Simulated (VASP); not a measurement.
# GaMo (F-43m) in VASP: a series of runs

GaMo is run at these levels: PBE; tasks: single point, relaxation of cell and atoms.

All numbers are computed with VASP 6.6.1; they aren't measurements. Logs are shortened: lines on timing, memory, paths and dates and some standing lists are left out, and cuts for length are marked.

### Step 1. The cell of the first run

Symmetry: F-43m, No. 216, cubic system. The conventional cell has a = 5.689 Å, b = 5.689 Å, c = 5.689 Å, α = 90.00°, β = 90.00°, γ = 90.00°. Within 3.3 Å of Ga (site symmetry -43m) lie 4 Mo at 2.46 Å. Mo (site symmetry -43m) has 4 Ga at 2.46 Å within 3.3 Å.

### Step 2. Single point, PBE

File INCAR:

```
SYSTEM = GaMo
  ALGO = Normal
  EDIFF = 1E-7
  ENCUT = 520
  GGA = PE
  ISIF = 2
  ISMEAR = 0
  LASPH = .True.
  LCHARG = .True.
  LELF = .True.
  LREAL = .False.
  LVHAR = .True.
  LWAVE = .False.
  NBANDS = 20
  NELM = 80
  PREC = Accurate
  SIGMA = 0.2
```

File KPOINTS:

```
k-points
0
Gamma
  7 7 7
  0 0 0
```

File POSCAR:

```
GaMo
1.0
    0.0000000000      2.8442865865      2.8442865865
    2.8442865865      0.0000000000      2.8442865865
    2.8442865865      2.8442865865      0.0000000000
Ga Mo
1 1
Direct
    0.7500000000      0.7500000000      0.7500000000
    0.0000000000      0.0000000000      0.0000000000
```

Potentials or basis: VASP PAW PBE potentials, release 64 (Ga_d, Mo_sv).

Launch:

```sh
cat potpaw_PBE.64/Ga_d/POTCAR potpaw_PBE.64/Mo_sv/POTCAR > POTCAR
mpirun -np 1 vasp_std > vasp.out
```

OUTCAR:

```text
SYSTEM = GaMo
   EDIFF = 1E-7
   ENCUT = 520
   GGA = PE
   ISIF = 2
   ISMEAR = 0
   LASPH = .True.
   LREAL = .False.
   NELM = 80
   PREC = Accurate

 ion  position               nearest neighbor table
   1  0.750  0.750  0.750-   2 2.46   2 2.46   2 2.46   2 2.46
   2  0.000  0.000  0.000-   1 2.46   1 2.46   1 2.46   1 2.46

  LATTYP: Found a face centered cubic cell.
 ALAT       =     5.6885731730

  Lattice vectors:

 A1 = (   0.0000000000,   2.8442865865,   2.8442865865)
 A2 = (   2.8442865865,   0.0000000000,   2.8442865865)
 A3 = (   2.8442865865,   2.8442865865,   0.0000000000)

Analysis of symmetry for initial positions (statically):
=====================================================================
 Subroutine PRICEL returns:
 Original cell was already a primitive cell.

 Routine SETGRP: Setting up the symmetry group for a
 face centered cubic supercell.

 Subroutine GETGRP returns: Found 24 space group operations
 (whereof 24 operations were pure point group operations)
 out of a pool of 48 trial point group operations.

The static configuration has the point symmetry T_d .

Analysis of symmetry for dynamics (positions and initial velocities):
=====================================================================
 Subroutine PRICEL returns:
 Original cell was already a primitive cell.

 Routine SETGRP: Setting up the symmetry group for a
 face centered cubic supercell.

 Subroutine GETGRP returns: Found 24 space group operations
 (whereof 24 operations were pure point group operations)
 out of a pool of 48 trial point group operations.

The dynamic configuration has the point symmetry T_d .

 Subroutine INISYM returns: Found 24 space group operations
 (whereof 24 operations are pure point group operations),
 and found     1 'primitive' translations

----------------------------------------------------------------------------------------

                                     Primitive cell

  volume of cell :      46.0204

  direct lattice vectors                    reciprocal lattice vectors
     0.000000000  2.844286586  2.844286586    -0.175791006  0.175791006  0.175791006
     2.844286586  0.000000000  2.844286586     0.175791006 -0.175791006  0.175791006
     2.844286586  2.844286586  0.000000000     0.175791006  0.175791006 -0.175791006

  length of vectors
     4.022428666  4.022428666  4.022428666     0.304478954  0.304478954  0.304478954

  position of ions in fractional coordinates (direct lattice)
     0.750000000  0.750000000  0.750000000
     0.000000000  0.000000000  0.000000000

  ion indices of the primitive-cell ions
   primitive index   ion index
                 1           1
                 2           2

----------------------------------------------------------------------------------------

 KPOINTS: k-points

Automatic generation of k-mesh.
 Grid dimensions read from file:
 generate k-points for:    7    7    7

 Generating k-lattice:

  Cartesian coordinates                     Fractional coordinates (reciprocal lattice)
    -0.025113001  0.025113001  0.025113001     0.142857143  0.000000000  0.000000000
     0.025113001 -0.025113001  0.025113001     0.000000000  0.142857143  0.000000000
     0.025113001  0.025113001 -0.025113001     0.000000000  0.000000000  0.142857143

  Length of vectors
     0.043496993  0.043496993  0.043496993

  Shift w.r.t. Gamma in fractional coordinates (k-lattice)
     0.000000000  0.000000000  0.000000000

 Subroutine IBZKPT returns following result:
 ===========================================

 Found     20 irreducible k-points:

 Following reciprocal coordinates:
            Coordinates               Weight
  0.000000  0.000000  0.000000      1.000000
  0.142857  0.000000  0.000000      8.000000
  0.285714  0.000000  0.000000      8.000000
  0.428571  0.000000  0.000000      8.000000
  0.142857  0.142857  0.000000      6.000000
  0.285714  0.142857  0.000000     24.000000
[... 12 lines left out ...]
 -0.428571  0.428571  0.142857     24.000000
 -0.285714  0.428571  0.142857     24.000000
   k-points           NKPTS =     20   k-points in BZ     NKDIM =     20   number of bands    NBANDS=     20
   number of dos      NEDOS =    301   number of ions     NIONS =      2
   total plane-waves  NPLWV =  27000
   dimension x,y,z NGX =    30 NGY =   30 NGZ =   30
   dimension x,y,z NGXF=    60 NGYF=   60 NGZF=   60
   ions per type =               1   1
   NGX,Y,Z   is equivalent  to a cutoff of  12.40, 12.40, 12.40 a.u.
   NGXF,Y,Z  is equivalent  to a cutoff of  24.80, 24.80, 24.80 a.u.
 SYSTEM =  GaMo
   PREC   = accura    normal or accurate (medium, high low for compatibility)
   ISTART =      0    job   : 0-new  1-cont  2-samecut
   ICHARG =      2    charge: 1-file 2-atom 10-const
   ISPIN  =      1    spin polarized calculation?
   LNONCOLLINEAR =      F non collinear calculations
   LSORBIT =      F    spin-orbit coupling
   LASPH  =      T    aspherical Exc in radial PAW
   ENCUT  =  520.0 eV  38.22 Ry    6.18 a.u.   7.48  7.48  7.48*2*pi/ulx,y,z
   NELM   =     80;   NELMIN=  2; NELMDL= -5     # of ELM steps
   EDIFF  = 0.1E-06   stopping-criterion for ELM
   LREAL  =      F    real-space projection
   EDIFFG = 0.1E-05   stopping-criterion for IOM
   NSW    =      0    number of steps for IOM
   IBRION =     -1    ionic relax: 0-MD 1-quasi-New 2-CG
   NFREE  =      0    steps in history (QN), initial steepest desc. (CG)
   ISIF   =      2    stress and relaxation
   ISYM   =      2    0-nonsym 1-usesym 2-fastsym
   POTIM  = 0.5000    time-step for ionic-motion
   TEBEG  =    0.0;   TEEND  =   0.0 temperature during run
   PSTRESS=    0.0 pullay stress
   NELECT =      27.0000    total number of electrons
   NUPDOWN=      -1.0000    fix difference up-down
   EMIN   =  10.00;   EMAX   =-10.00  energy-range for DOS
   EFERMI =   0.00;   METHOD = LEGACY
   ISMEAR =     0;   SIGMA  =   0.20  broadening in eV -4-tet -1-fermi 0-gaus
   EFERMI_NEDOS =   21; number of points for ismear=-14 and -15
   IALGO  =     38    algorithm
   IMIX   =      4    mixing-type and parameters
     AMIX     =   0.40;   BMIX     =  1.00
     AMIX_MAG =   1.60;   BMIX_MAG =  1.00
  volume/ion in A,a.u.               =      23.01       155.28
  Fermi-wavevector in a.u.,A,eV,Ry     =   1.370501  2.589872 25.555461  1.878273
  Thomas-Fermi vector in A             =   2.496282
   LORBIT       =      0    0 simple, 1 ext, 2 COOP (PROOUT), +10 PAW based schemes
   GGA     = PE    functional components
   LHFCALC =     F    Hartree Fock is set to
   AEXX    =    0.0000 exact exchange contribution
   IVDW    =     0    specifies the selected vdW correction
   LEPSILON=     F    determine dielectric tensor
   LRPA    =     F    only Hartree local field effects (RPA)
 non-spin polarized calculation
 Gauss-broadening in eV      SIGMA  =   0.20
  energy-cutoff  :      520.00
  volume of cell :       46.02
 maximum number of plane-waves:      1259
 NGX is ok and might be reduce to    30
   NGX = 15   NGY = 15   NGZ = 15

 number of electron      26.9999983 magnetization

 Free energy of the ion-electron system (eV)
  ---------------------------------------------------
  ext. energy  EPLUGINS =         0.00000000
  ---------------------------------------------------
  free energy    TOTEN  =       -10.41315445 eV

  energy without entropy =      -10.32836331  energy(sigma->0) =      -10.37075888

 E-fermi :   4.8997     XC(G=0): -10.3728

 val. band max:        4.8770809378   @ k =  -0.4286   0.4286   0.1429
 cond. band min:       4.9008406970   @ k =  -0.2857   0.2857   0.0000
 fundamental gap:      0.0237597593
 Fermi energy:         4.8996652177

 k-point     1 :       0.0000    0.0000    0.0000
  band No.  band energies     occupation
      1     -55.8313      2.00000
      2     -29.9404      2.00000
      3     -29.9404      2.00000
      4     -29.9404      2.00000
      5      -9.2017      2.00000
      6      -9.2017      2.00000
[... 12 lines left out ...]
     19      13.4626      0.00000
     20      14.6849      0.00000

 k-point     2 :       0.1429    0.0000    0.0000
  band No.  band energies     occupation
      1     -55.8309      2.00000
      2     -29.9467      2.00000
      3     -29.9413      2.00000
      4     -29.9413      2.00000
      5      -9.2071      2.00000
      6      -9.2066      2.00000
[... 12 lines left out ...]
     19      12.9297      0.00000
     20      14.6272      0.00000

 k-point     3 :       0.2857    0.0000    0.0000
  band No.  band energies     occupation
      1     -55.8300      2.00000
      2     -29.9610      2.00000
      3     -29.9433      2.00000
      4     -29.9433      2.00000
      5      -9.2199      2.00000
      6      -9.2105      2.00000
[... 12 lines left out ...]
     19      12.3750      0.00000
     20      15.0145      0.00000

 k-point     4 :       0.4286    0.0000    0.0000
  band No.  band energies     occupation
      1     -55.8293      2.00000
      2     -29.9724      2.00000
      3     -29.9449      2.00000
      4     -29.9449      2.00000
      5      -9.2306      2.00000
      6      -9.2097      2.00000
[... 12 lines left out ...]
     19      12.0530      0.00000
     20      15.9127      0.00000

 k-point     5 :       0.1429    0.1429    0.0000
  band No.  band energies     occupation
      1     -55.8308      2.00000
      2     -29.9468      2.00000
      3     -29.9426      2.00000
      4     -29.9426      2.00000
      5      -9.2166      2.00000
      6      -9.2034      2.00000
[... 12 lines left out ...]
     19      13.2054      0.00000
     20      13.5474      0.00000

 k-point     6 :       0.2857    0.1429    0.0000
  band No.  band energies     occupation
      1     -55.8300      2.00000
      2     -29.9573      2.00000
      3     -29.9449      2.00000
      4     -29.9447      2.00000
      5      -9.2245      2.00000
      6      -9.2106      2.00000
[... 12 lines left out ...]
     19      13.0013      0.00000
     20      14.2612      0.00000

 k-point     7 :       0.4286    0.1429    0.0000
  band No.  band energies     occupation
      1     -55.8293      2.00000
      2     -29.9686      2.00000
      3     -29.9477      2.00000
      4     -29.9464      2.00000
      5      -9.2298      2.00000
      6      -9.2172      2.00000
[... 12 lines left out ...]
     19      12.6342      0.00000
     20      15.7639      0.00000
[... 185 lines left out ...]
 k-point    16 :      -0.4286    0.4286    0.0000
  band No.  band energies     occupation
      1     -55.8285      2.00000
      2     -29.9720      2.00000
      3     -29.9549      2.00000
      4     -29.9515      2.00000
      5      -9.2415      2.00000
      6      -9.2170      2.00000
[... 12 lines left out ...]
     19      13.2724      0.00000
     20      14.2319      0.00000

 k-point    17 :       0.4286    0.2857    0.1429
  band No.  band energies     occupation
      1     -55.8294      2.00000
      2     -29.9636      2.00000
      3     -29.9509      2.00000
      4     -29.9461      2.00000
      5      -9.2304      2.00000
      6      -9.2156      2.00000
[... 12 lines left out ...]
     19      13.9460      0.00000
     20      13.9632      0.00000

 k-point    18 :      -0.4286    0.2857    0.1429
  band No.  band energies     occupation
      1     -55.8288      2.00000
      2     -29.9681      2.00000
      3     -29.9552      2.00000
      4     -29.9482      2.00000
      5      -9.2342      2.00000
      6      -9.2193      2.00000
[... 12 lines left out ...]
     19      13.4855      0.00000
     20      15.4223      0.00000

 k-point    19 :      -0.4286    0.4286    0.1429
  band No.  band energies     occupation
      1     -55.8286      2.00000
      2     -29.9695      2.00000
      3     -29.9554      2.00000
      4     -29.9514      2.00000
      5      -9.2389      2.00000
      6      -9.2191      2.00000
[... 12 lines left out ...]
     19      14.0031      0.00000
     20      14.3286      0.00000

 k-point    20 :      -0.2857    0.4286    0.1429
  band No.  band energies     occupation
      1     -55.8285      2.00000
      2     -29.9661      2.00000
      3     -29.9604      2.00000
      4     -29.9509      2.00000
      5      -9.2376      2.00000
      6      -9.2218      2.00000
[... 12 lines left out ...]
     19      14.0817      0.00000
     20      15.9004      0.00000

------------------------ aborting loop because EDIFF is reached ----------------------------------------

  FORCE on cell =-STRESS in cart. coord.  units (eV):
  Direction    XX          YY          ZZ          XY          YZ          ZX
  --------------------------------------------------------------------------------------
  -------------------------------------------------------------------------------------
  Total        0.2945770      0.2945770      0.2945770      0.0000000      0.0000000     -0.0000000
  in kB       10.2555589     10.2555589     10.2555589      0.0000000      0.0000000     -0.0000000
  external PRESSURE =      10.2555589 kB  Pullay stress =       0.0000000 kB

 VOLUME and BASIS-vectors are now :
 -----------------------------------------------------------------------------
  energy-cutoff  :      520.00
  volume of cell :       46.02
      direct lattice vectors                 reciprocal lattice vectors
     0.000000000  2.844286586  2.844286586    -0.175791006  0.175791006  0.175791006
     2.844286586  0.000000000  2.844286586     0.175791006 -0.175791006  0.175791006
     2.844286586  2.844286586  0.000000000     0.175791006  0.175791006 -0.175791006

 POSITION                                       TOTAL-FORCE (eV/Angst)
 -----------------------------------------------------------------------------------
      4.26643      4.26643      4.26643         0.000000      0.000000      0.000000
      0.00000      0.00000      0.00000        -0.000000     -0.000000     -0.000000
 -----------------------------------------------------------------------------------
    total drift:                               -0.000000     -0.000000     -0.000000

  FREE ENERGIE OF THE ION-ELECTRON SYSTEM (eV)
  ---------------------------------------------------
  free  energy   TOTEN  =       -10.4131544516 eV

  energy  without entropy=      -10.3283633078  energy(sigma->0) =      -10.37075888
```

Run time: 12 s. Hardware: 1 thread of AMD EPYC 9R45 (Zen 5), shared host; peak memory 0.14 GiB.

Results:

* Free energy: -10.4132 eV
* Pressure: 1.0 GPa

(Continued in part 2 of 3.)
